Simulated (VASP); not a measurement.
A run of VASP 6.6.1 is set up as follows.

The input INCAR:

```
  PREC = Accurate
  ENCUT = 500
  EDIFF = 1E-7
  ISMEAR = 0
  SIGMA = 0.1
  LREAL = False
  LASPH = True
  NELM = 120
  ALGO = Normal
  ISIF = 3
  LWAVE = False
  LCHARG = False
  GGA = PE
  IBRION = 2
  NSW = 90
  EDIFFG = -0.04
  GGA_COMPAT = False
  NELMIN = 4
```

File KPOINTS:

```
Automatic mesh
0
Gamma
  6 6 2
```

File POSCAR:

```
B3P
1.0
    2.7407918800      0.0000000000      0.0000000000
   -1.3703959400      2.3735953900      0.0000000000
    0.0000000000      0.0000000000      8.7147424900
B P
3 1
Direct
    0.0000000000      0.0000000000      0.5000000000
    0.6666666700      0.3333333300      0.2620335200
    0.6666666700      0.3333333300      0.7379664800
    0.0000000000      0.0000000000      0.0000000000
```

Potentials or basis: VASP PAW PBE potentials, release 64 (B, P).

Command:

```sh
$ cat potpaw_PBE.64/B/POTCAR potpaw_PBE.64/P/POTCAR > POTCAR
$ mpirun -np 1 vasp_std > vasp.out
```

Task: What does it give for the space group after relaxing (to 0.05 Å)?

Result: P-6m2 (No. 187).

Task: Estimate the relaxed cell.

Result: a = 2.820 Å, b = 2.820 Å, c = 5.070 Å, α = 90.00°, β = 90.00°, γ = 120.00°.

Task: Predict the relaxed volume.

Result: 8.73 Å³/atom.

Task: Estimate the band gap on the k mesh.

Result: Zero (band 7 reaches 12.08 eV, above the bottom of band 8 at 5.69 eV).

Stress tensor (GPa, compression positive):
```
 0.06  0.00  0.00
 0.00  0.06  0.00
 0.00  0.00 -0.48
```

Caveat: the k points lie up to 0.62 Å⁻¹ apart in the final cell; the volume moved by over 15 % at a fixed basis, so the end points are rough.
